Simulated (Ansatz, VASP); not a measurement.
**Ta2Al5: VASP beside Ansatz**

```
CELL_PARAMETERS angstrom
3.59432 -5.90140 0.00000
3.59432 5.90140 0.00000
0.00000 0.00000 2.86016
ATOMIC_POSITIONS crystal
Ta 0.71116 0.28884 0.50000
Ta 0.28884 0.71116 0.50000
Al 0.30342 0.06842 0.00000
Al 0.69658 0.93158 0.00000
Al 0.93158 0.69658 0.00000
Al 0.06842 0.30342 0.00000
Al 0.50000 0.50000 0.00000
```

Alike in both runs: functional PBE; k mesh 6 × 6 × 10; occupations gaussian, width 0.1 eV; no spin polarisation.

Ansatz relaxed the structure, and its values are those at the end. VASP's run is a single point on that final structure, the one shown.

|  | VASP | Ansatz |
| --- | --- | --- |
| version | VASP 6.6.1 | Ansatz 0.2.0 |
| potentials or method | VASP PAW PBE potentials, release 64 (Ta_pv, Al), cutoff 520 eV | scalar-relativistic, plane waves, PAW |
| valence electrons in the cell | 37 | 41 |

```tsv
	VASP	Ansatz	Ansatz less VASP
gap on the k mesh at the Fermi level (eV)	none	none	-
pressure (GPa)	0.0	0.0	-0.01
rms of the force components (eV/Å)	0.003	0.003	-0.0008
```

A gap of «none» marks a metal or a gap that the smearing closes. VASP's potentials hold 37 valence electrons a cell and Ansatz's 41, so a difference there can come from the potentials and not from the codes.

Spin-orbit coupling is off throughout.
